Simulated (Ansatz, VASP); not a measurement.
## Two plane-wave programs on Mg

POSCAR

```
Mg
1.0
    3.0466383703      0.0000000000      0.0000000000
   -1.5233191851      2.6384662248      0.0000000000
    0.0000000000      0.0000000000      4.9417654034
Mg
2
Direct
    0.3333333333      0.6666666667      0.2500000000
    0.6666666667      0.3333333333      0.7500000000
```

INCAR.step1

```
ALGO     = Normal         # electronic algorithm
EDIFF    = 1E-4           # SCF threshold, eV
ENCUT    = 520            # plane-wave cutoff, eV
GGA      = PE             # functional
ISMEAR   = -1             # smearing method
LASPH    = T              # aspherical terms in the spheres
LCHARG   = F              # write CHGCAR
LREAL    = F              # projectors in reciprocal space
LWAVE    = T              # write WAVECAR
NBANDS   = 9              # bands
NELM     = 80             # most SCF steps
PREC     = Accurate       # precision mode
SIGMA    = 0.1            # smearing width, eV
```

INCAR.step2

```
ALGO     = Normal         # electronic algorithm
EDIFF    = 1E-7           # SCF threshold, eV
ENCUT    = 520            # plane-wave cutoff, eV
ISIF     = 2              # what is computed and relaxed
ISMEAR   = -1             # smearing method
ISTART   = 1            
LASPH    = T              # aspherical terms in the spheres
LCHARG   = T              # write CHGCAR
LELF     = T              # ELF
LMIXTAU  = T            
LREAL    = F              # projectors in reciprocal space
LVHAR    = T            
LWAVE    = F              # write WAVECAR
METAGGA  = R2SCAN         # meta-GGA
NBANDS   = 9              # bands
NELM     = 80             # most SCF steps
PREC     = Accurate       # precision mode
SIGMA    = 0.1            # smearing width, eV
```

KPOINTS

```
k-points
0
Gamma
  19 19 10
```

Input for Ansatz:

```yaml
crystal:
  lattice:
    - [3.0466383703, 0.0, 0.0]
    - [-1.5233191851, 2.6384662248, 0.0]
    - [0.0, 0.0, 4.9417654034]
  atoms:
    - { symbol: Mg, position: [0.3333333333, 0.6666666667, 0.25] }
    - { symbol: Mg, position: [0.6666666667, 0.3333333333, 0.75] }
hamiltonian:
  xc: r2scan
  pseudopotentials:
    kind: paw
    azcp:
      Mg: "pseudopotentials/Mg.paw.azcp"
basis:
  ecutwfc: 500
  fft_grid_basis: typed
kpoints:
  mp_grid: { grid: [19, 19, 10], shift: [0, 0, 0] }
magnetization:
  spin_polarized: false
scf:
  occupations: { method: fermi_dirac, width: 0.1 }
output:
  stress: true
```

Alike in both runs: task single point; functional r2SCAN; k mesh 19 × 19 × 10; occupations fermi-dirac, width 0.1 eV; no spin polarisation.

```csv
,VASP,Ansatz
version,VASP 6.6.1,Ansatz 0.2.0
potentials or method,"VASP PAW PBE potentials, release 64 (Mg), cutoff 520 eV","plane waves (500 eV) with PAW, scalar-relativistic"
valence electrons in the cell,4,20
```

```csv
,VASP,Ansatz,Ansatz less VASP
pressure (GPa),6.2,6.5,+0.30
"traceless stress, the component that is largest in VASP (GPa)",-0.20,-0.20,-0.001
```

VASP's potentials were made for PBE, not for r2SCAN. VASP's potentials hold 4 valence electrons a cell and Ansatz's 20, so a difference there can come from the potentials and not from the codes.
